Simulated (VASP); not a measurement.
# BN (P6_3mc) in VASP: notebook

Aim: see how the results for BN move with the level of theory and the settings. Levels: RPBE+D3(BJ), LDA. Tasks: single point.

All numbers are computed with VASP 6.6.1; they aren't measurements. Logs are shortened: lines on timing, memory, paths and dates and some standing lists are left out, and cuts for length are marked.

## 1. The cell of the first run

It takes space group P6_3mc (No. 186, hexagonal). Conventional cell: a = 2.523 Å, b = 2.523 Å, c = 4.173 Å, α = 90.00°, β = 90.00°, γ = 120.00°. Within 2.1 Å of N (site symmetry 3m) lie 4 B at 1.55 to 1.56 Å. Within 2.1 Å of B (site symmetry 3m) lie 4 N at 1.55 to 1.56 Å.

## 2. Single point, RPBE+D3(BJ)

The input, INCAR:

```
SYSTEM = BN
ALGO = Normal ; EDIFF = 1E-6
ENCUT = 520 ; GGA = RP
ISIF = 2 ; ISMEAR = -1
IVDW = 12 ; LASPH = .TRUE.
LCHARG = .TRUE. ; LELF = .TRUE.
LREAL = .FALSE. ; LVHAR = .TRUE.
LWAVE = .FALSE. ; NBANDS = 16
NELM = 100 ; PREC = Accurate
SIGMA = 0.05
```

The input, KPOINTS:

```
k-points
0
G
  12 12 6
  0 0 0
```

The input, POSCAR:

```
BN
1.0
    2.5226744209      0.0000000000      0.0000000000
   -1.2613372105      2.1847001339      0.0000000000
    0.0000000000      0.0000000000      4.1729067937
N B
2 2
Direct
    0.3333333333      0.6666666667      0.1254026484
    0.6666666667      0.3333333333      0.6254026484
    0.3333333333      0.6666666667      0.4995973516
    0.6666666667      0.3333333333      0.9995973516
```

Potentials or basis: VASP PAW PBE potentials, release 64 (N, B).

Command:

```console
$ cat potpaw_PBE.64/N/POTCAR potpaw_PBE.64/B/POTCAR > POTCAR
$ mpirun -np 1 vasp_std > vasp.out
```

OUTCAR:

```text
SYSTEM = BN
   EDIFF = 1E-6
   ENCUT = 520
   GGA = RP
   ISIF = 2
   ISMEAR = -1
   IVDW = 12
   LASPH = .TRUE.
   LREAL = .FALSE.
   NELM = 100
   PREC = Accurate
 IVDW          = 12

 ion  position               nearest neighbor table
   1  0.333  0.667  0.125-   4 1.55   4 1.55   4 1.55   3 1.56
   2  0.667  0.333  0.625-   3 1.55   3 1.55   3 1.55   4 1.56
   3  0.333  0.667  0.500-   2 1.55   2 1.55   2 1.55   1 1.56
   4  0.667  0.333  1.000-   1 1.55   1 1.55   1 1.55   2 1.56

  LATTYP: Found a hexagonal cell.
 ALAT       =     2.5226744209
 C/A-ratio  =     1.6541598706

  Lattice vectors:

 A1 = (   2.5226744209,   0.0000000000,   0.0000000000)
 A2 = (  -1.2613372105,   2.1847001339,   0.0000000000)
 A3 = (   0.0000000000,   0.0000000000,   4.1729067937)

Analysis of symmetry for initial positions (statically):
=====================================================================
 Subroutine PRICEL returns:
 Original cell was already a primitive cell.

 Routine SETGRP: Setting up the symmetry group for a
 hexagonal supercell.

 Subroutine GETGRP returns: Found 12 space group operations
 (whereof  6 operations were pure point group operations)
 out of a pool of 24 trial point group operations.

The static configuration has the point symmetry C_3v.
 The point group associated with its full space group is C_6v.

Analysis of symmetry for dynamics (positions and initial velocities):
=====================================================================
 Subroutine PRICEL returns:
 Original cell was already a primitive cell.

 Routine SETGRP: Setting up the symmetry group for a
 hexagonal supercell.

 Subroutine GETGRP returns: Found 12 space group operations
 (whereof  6 operations were pure point group operations)
 out of a pool of 24 trial point group operations.

The dynamic configuration has the point symmetry C_3v.
 The point group associated with its full space group is C_6v.

 Subroutine INISYM returns: Found 12 space group operations
 (whereof  6 operations are pure point group operations),
 and found     1 'primitive' translations

----------------------------------------------------------------------------------------

                                     Primitive cell

  volume of cell :      22.9981

  direct lattice vectors                    reciprocal lattice vectors
     2.522674421  0.000000000  0.000000000     0.396404701  0.228864361  0.000000000
    -1.261337211  2.184700134  0.000000000     0.000000000  0.457728722  0.000000000
     0.000000000  0.000000000  4.172906794     0.000000000  0.000000000  0.239641106

  length of vectors
     2.522674421  2.522674421  4.172906794     0.457728722  0.457728722  0.239641106

  position of ions in fractional coordinates (direct lattice)
     0.333333333  0.666666667  0.125402648
     0.666666667  0.333333333  0.625402648
     0.333333333  0.666666667  0.499597352
     0.666666667  0.333333333  0.999597352

  ion indices of the primitive-cell ions
   primitive index   ion index
                 1           1
                 2           2
                 3           3
                 4           4

----------------------------------------------------------------------------------------

 KPOINTS: k-points

Automatic generation of k-mesh.
 Grid dimensions read from file:
 generate k-points for:   12   12    6

 Generating k-lattice:

  Cartesian coordinates                     Fractional coordinates (reciprocal lattice)
     0.033033725  0.019072030  0.000000000     0.083333333  0.000000000  0.000000000
     0.000000000  0.038144060  0.000000000     0.000000000  0.083333333  0.000000000
     0.000000000  0.000000000  0.039940184     0.000000000  0.000000000  0.166666667

  Length of vectors
     0.038144060  0.038144060  0.039940184

  Shift w.r.t. Gamma in fractional coordinates (k-lattice)
     0.000000000  0.000000000  0.000000000

 Subroutine IBZKPT returns following result:
 ===========================================

 Found     76 irreducible k-points:

 Following reciprocal coordinates:
            Coordinates               Weight
  0.000000  0.000000  0.000000      1.000000
  0.083333  0.000000  0.000000      6.000000
  0.166667  0.000000  0.000000      6.000000
  0.250000  0.000000  0.000000      6.000000
  0.333333  0.000000  0.000000      6.000000
  0.416667 -0.000000  0.000000      6.000000
[... 16 lines left out ...]
  0.250000  0.000000  0.166667     12.000000
  0.333333  0.000000  0.166667     12.000000
 [... further k-points ...]
   k-points           NKPTS =     76   k-points in BZ     NKDIM =     76   number of bands    NBANDS=     16
   number of dos      NEDOS =    301   number of ions     NIONS =      4
   total plane-waves  NPLWV =  12800
   dimension x,y,z NGX =    20 NGY =   20 NGZ =   32
   dimension x,y,z NGXF=    40 NGYF=   40 NGZF=   64
   ions per type =               2   2
   NGX,Y,Z   is equivalent  to a cutoff of  13.18, 13.18, 12.75 a.u.
   NGXF,Y,Z  is equivalent  to a cutoff of  26.36, 26.36, 25.50 a.u.
 SYSTEM =  BN
   PREC   = accura    normal or accurate (medium, high low for compatibility)
   ISTART =      0    job   : 0-new  1-cont  2-samecut
   ICHARG =      2    charge: 1-file 2-atom 10-const
   ISPIN  =      1    spin polarized calculation?
   LNONCOLLINEAR =      F non collinear calculations
   LSORBIT =      F    spin-orbit coupling
   LASPH  =      T    aspherical Exc in radial PAW
   ENCUT  =  520.0 eV  38.22 Ry    6.18 a.u.   4.69  4.69  7.76*2*pi/ulx,y,z
   NELM   =    100;   NELMIN=  2; NELMDL= -5     # of ELM steps
   EDIFF  = 0.1E-05   stopping-criterion for ELM
   LREAL  =      F    real-space projection
   EDIFFG = 0.1E-04   stopping-criterion for IOM
   NSW    =      0    number of steps for IOM
   IBRION =     -1    ionic relax: 0-MD 1-quasi-New 2-CG
   NFREE  =      0    steps in history (QN), initial steepest desc. (CG)
   ISIF   =      2    stress and relaxation
   ISYM   =      2    0-nonsym 1-usesym 2-fastsym
   POTIM  = 0.5000    time-step for ionic-motion
   TEBEG  =    0.0;   TEEND  =   0.0 temperature during run
   PSTRESS=    0.0 pullay stress
   NELECT =      16.0000    total number of electrons
   NUPDOWN=      -1.0000    fix difference up-down
   EMIN   =  10.00;   EMAX   =-10.00  energy-range for DOS
   EFERMI =   0.00;   METHOD = LEGACY
   ISMEAR =    -1;   SIGMA  =   0.05  broadening in eV -4-tet -1-fermi 0-gaus
   EFERMI_NEDOS =   21; number of points for ismear=-14 and -15
   IALGO  =     38    algorithm
   IMIX   =      4    mixing-type and parameters
     AMIX     =   0.40;   BMIX     =  1.00
     AMIX_MAG =   1.60;   BMIX_MAG =  1.00
  volume/ion in A,a.u.               =       5.75        38.80
  Fermi-wavevector in a.u.,A,eV,Ry     =   1.450611  2.741257 28.630356  2.104272
  Thomas-Fermi vector in A             =   2.568203
   LORBIT       =      0    0 simple, 1 ext, 2 COOP (PROOUT), +10 PAW based schemes
   GGA     = RP    functional components
   LHFCALC =     F    Hartree Fock is set to
   AEXX    =    0.0000 exact exchange contribution
   IVDW    =    12    specifies the selected vdW correction
   LEPSILON=     F    determine dielectric tensor
   LRPA    =     F    only Hartree local field effects (RPA)
 non-spin polarized calculation
  energy-cutoff  :      520.00
  volume of cell :       23.00
 maximum number of plane-waves:       640
 NGX is ok and might be reduce to    20
   NGX =  9   NGY =  9   NGZ = 15

 number of electron      15.9999999 magnetization

 Free energy of the ion-electron system (eV)
  ---------------------------------------------------
  ext. energy  EPLUGINS =         0.00000000
  ---------------------------------------------------
  free energy    TOTEN  =       -33.10428416 eV

  energy without entropy =      -33.10428416  energy(sigma->0) =      -33.10428416

 E-fermi :   8.9445     XC(G=0): -12.8543

 val. band max:        8.0258720922   @ k =   0.0000   0.0000   0.0000
 cond. band min:      13.2170504223   @ k =   0.3333   0.3333   0.0000
 fundamental gap:      5.1911783301
 Fermi energy:         8.9445073985

 k-point     1 :       0.0000    0.0000    0.0000
  band No.  band energies     occupation
      1     -12.7749      2.00000
      2      -8.5085      2.00000
      3      -3.1760      2.00000
      4       5.8394      2.00000
      5       5.8394      2.00000
      6       7.7237      2.00000
[... 8 lines left out ...]
     15      20.1881      0.00000
     16      24.7078      0.00000

 k-point     2 :       0.0833    0.0000    0.0000
  band No.  band energies     occupation
      1     -12.6203      2.00000
      2      -8.3893      2.00000
      3      -3.0232      2.00000
      4       5.1310      2.00000
      5       5.5475      2.00000
      6       7.4380      2.00000
[... 8 lines left out ...]
     15      20.6467      0.00000
     16      24.4590      0.00000

 k-point     3 :       0.1667    0.0000    0.0000
  band No.  band energies     occupation
      1     -12.1617      2.00000
      2      -8.0484      2.00000
      3      -2.5707      2.00000
      4       3.4278      2.00000
      5       4.8636      2.00000
      6       5.9979      2.00000
[... 8 lines left out ...]
     15      21.8399      0.00000
     16      23.7154      0.00000

 k-point     4 :       0.2500    0.0000    0.0000
  band No.  band energies     occupation
      1     -11.4158      2.00000
      2      -7.5490      2.00000
      3      -1.8397      2.00000
      4       1.4105      2.00000
      5       4.0999      2.00000
      6       4.1911      2.00000
[... 8 lines left out ...]
     15      23.3857      0.00000
     16      23.8732      0.00000

 k-point     5 :       0.3333    0.0000    0.0000
  band No.  band energies     occupation
      1     -10.4244      2.00000
      2      -7.0634      2.00000
      3      -0.9017      2.00000
      4      -0.3754      2.00000
      5       2.3808      2.00000
      6       3.4581      2.00000
[... 8 lines left out ...]
     15      24.3098      0.00000
     16      24.8850      0.00000

 k-point     6 :       0.4167   -0.0000    0.0000
  band No.  band energies     occupation
      1      -9.3017      2.00000
      2      -6.9666      2.00000
      3      -1.4876      2.00000
      4       0.1320      2.00000
      5       0.9187      2.00000
      6       3.0416      2.00000
[... 8 lines left out ...]
     15      24.6039      0.00000
     16      25.9663      0.00000
[... 267 lines left out ...]
 k-point    21 :       0.0833    0.0000    0.1667
  band No.  band energies     occupation
      1     -12.4512      2.00000
      2      -8.9681      2.00000
      3      -2.1496      2.00000
      4       5.2582      2.00000
      5       5.6733      2.00000
      6       6.6356      2.00000
[... 8 lines left out ...]
     15      20.3231      0.00000
     16      24.1291      0.00000

 k-point    22 :       0.1667    0.0000    0.1667
  band No.  band energies     occupation
      1     -11.9949      2.00000
      2      -8.5974      2.00000
      3      -1.7509      2.00000
      4       3.5759      2.00000
      5       4.9989      2.00000
      6       5.5443      2.00000
[... 8 lines left out ...]
     15      21.5112      0.00000
     16      23.7415      0.00000

 k-point    23 :       0.2500    0.0000    0.1667
  band No.  band energies     occupation
      1     -11.2542      2.00000
      2      -8.0376      2.00000
      3      -1.1683      2.00000
      4       1.6323      2.00000
      5       3.7435      2.00000
      6       4.2427      2.00000
[... 8 lines left out ...]
     15      23.0342      0.00000
     16      23.9695      0.00000

 k-point    24 :       0.3333    0.0000    0.1667
  band No.  band energies     occupation
      1     -10.2728      2.00000
      2      -7.4344      2.00000
      3      -1.0154      2.00000
      4       0.4640      2.00000
      5       1.9178      2.00000
      6       3.6056      2.00000
[... 8 lines left out ...]
     15      24.4813      0.00000
     16      24.8154      0.00000

 [... further k-points ...]

------------------------ aborting loop because EDIFF is reached ----------------------------------------

 Edisp (eV)   -2.69076

 E8    (eV) :    -1.2196

  FORCE on cell =-STRESS in cart. coord.  units (eV):
  Direction    XX          YY          ZZ          XY          YZ          ZX
  --------------------------------------------------------------------------------------
  -------------------------------------------------------------------------------------
  Total       0.04737     0.04737     0.04107    -0.00000     0.00000     0.00000
  in kB       3.30013     3.30013     2.86082    -0.00000     0.00000     0.00000
  external pressure =        3.15 kB  Pullay stress =        0.00 kB

 VOLUME and BASIS-vectors are now :
 -----------------------------------------------------------------------------
  energy-cutoff  :      520.00
  volume of cell :       23.00
      direct lattice vectors                 reciprocal lattice vectors
     2.522674421  0.000000000  0.000000000     0.396404701  0.228864361  0.000000000
    -1.261337211  2.184700134  0.000000000     0.000000000  0.457728722  0.000000000
     0.000000000  0.000000000  4.172906794     0.000000000  0.000000000  0.239641106

 POSITION                                       TOTAL-FORCE (eV/Angst)
 -----------------------------------------------------------------------------------
     -0.00000      1.45647      0.52329        -0.000000     -0.000000      0.002195
      1.26134      0.72823      2.60975         0.000000      0.000000      0.002195
     -0.00000      1.45647      2.08477         0.000000     -0.000000     -0.002195
      1.26134      0.72823      4.17123         0.000000      0.000000     -0.002195
 -----------------------------------------------------------------------------------
    total drift:                               -0.000000      0.000000      0.000305

  FREE ENERGIE OF THE ION-ELECTRON SYSTEM (eV)
  ---------------------------------------------------
  free  energy   TOTEN  =       -35.7950445634 eV

  energy  without entropy=      -35.7950445633  energy(sigma->0) =      -35.79504456
```

Wall time 41 s (1 thread of Intel Xeon Platinum 8488C (Sapphire Rapids), shared host); peak memory 0.16 GiB.

Results:

```yaml
Free_energy: -35.7950 eV
Pressure: 0.3 GPa
Band_gap_on_the_k_mesh: 5.19 eV, indirect (least direct gap 8.46 eV)
Dispersion_energy_per_atom: -0.673 eV
```

Forces in eV/Å, atoms in the order of the input:
```
N    0.000  0.000  0.002
N    0.000  0.000  0.002
B    0.000  0.000 -0.002
B    0.000  0.000 -0.002
```

Caveat: the PAW data sets were made with another functional, which shifts forces and pressure a little. A k mesh can miss the band edges.

## 3. Single point, LDA

The input, INCAR:

```
SYSTEM = BN
PREC     = Accurate       ! precision mode
ENCUT    = 520            ! plane-wave cutoff, eV
EDIFF    = 1E-7           ! SCF threshold, eV
ISMEAR   = -1             ! smearing method
SIGMA    = 0.05           ! smearing width, eV
LREAL    = .False.        ! projectors in reciprocal space
LASPH    = .True.         ! aspherical terms in the spheres
NELM     = 100            ! most SCF steps
ALGO     = Normal         ! electronic algorithm
ISIF     = 2              ! what is computed and relaxed
LWAVE    = .False.        ! write WAVECAR
LCHARG   = .False.        ! write CHGCAR
GGA      = CA             ! functional
NBANDS   = 16             ! bands
```

The input, KPOINTS:

```
regular mesh
0
Gamma
  12 12 6
  0 0 0
```

The input, POSCAR:

```
BN
1.0
    2.5232192016      0.0000000000      0.0000000000
   -1.2616096008      2.1851719278      0.0000000000
    0.0000000000      0.0000000000      4.1751640044
N B
2 2
Direct
    0.3333333333      0.6666666667      0.1253021087
    0.6666666667      0.3333333333      0.6253021087
    0.3333333333      0.6666666667      0.4996978913
    0.6666666667      0.3333333333      0.9996978913
```

Potentials or basis: VASP PAW LDA potentials, release 64 (N, B).

Command:

```console
$ cat potpaw_LDA.64/N/POTCAR potpaw_LDA.64/B/POTCAR > POTCAR
$ mpirun -np 1 vasp_std > vasp.out
```

Wall time 39 s (1 thread of Intel Xeon Platinum 8488C (Sapphire Rapids), shared host); peak memory 0.13 GiB.

The run converged. Its results:

- Free energy: -38.7555 eV
- Pressure: 1.0 GPa
- Band gap on the k mesh: 4.90 eV, indirect (least direct gap 8.28 eV)

Levels at points of the mesh, in eV from the valence-band top:
| k point | band 5 | band 6 | band 7 | band 8 | band 9 | band 10 | band 11 | band 12 |
| --- | --- | --- | --- | --- | --- | --- | --- | --- |
| (0.00, 0.00, 0.00) | -2.19 | -0.30 | 0.00 | 0.00 | 8.34 | 8.34 | 8.63 | 9.93 |
| (0.50, 0.00, 0.00) | -7.05 | -5.14 | -4.60 | -2.18 | 6.71 | 7.88 | 10.60 | 11.65 |
| (0.00, 0.00, 0.50) | -1.21 | -1.21 | -1.21 | -1.21 | 9.70 | 9.70 | 9.93 | 9.93 |
| (0.50, 0.00, 0.50) | -3.89 | -3.89 | -3.67 | -3.67 | 6.58 | 6.58 | 10.14 | 10.14 |
